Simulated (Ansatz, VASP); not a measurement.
## SiC in VASP and in Ansatz

```
Si C
1.0
     0.00000    2.18891    2.18891
     2.18891    0.00000    2.18891
     2.18891    2.18891    0.00000
Si C
1 1
Direct
  0.50000 0.50000 0.50000
  0.25000 0.25000 0.25000
```

Alike in both runs: task relaxation of cell and atoms; functional PBE; k mesh 10 × 10 × 10; occupations gaussian, width 0.02 eV; no spin polarisation.

```csv
,VASP,Ansatz
version,VASP 6.6.1,Ansatz 0.2.0
potentials or method,"VASP PAW PBE potentials, release 64 (Si, C), cutoff 600 eV","scalar-relativistic, plane waves, PAW"
valence electrons in the cell,8,8
```

VASP gave:

```
gap on the k mesh at the Fermi level, each at its own relaxed structure (eV) : 1.37
relaxed volume (Å³/atom)                                                     : 10.49
relaxed cell length with the largest relative difference (Å)                 : 3.096
```

Question: Estimate Ansatz's values.

Answer: gap on the k mesh at the Fermi level, each at its own relaxed structure (eV): 1.37; relaxed volume (Å³/atom): 10.50; relaxed cell length with the largest relative difference (Å): 3.097.

Noted on VASP's run: the relaxation stopped at its first step, so nothing moved.
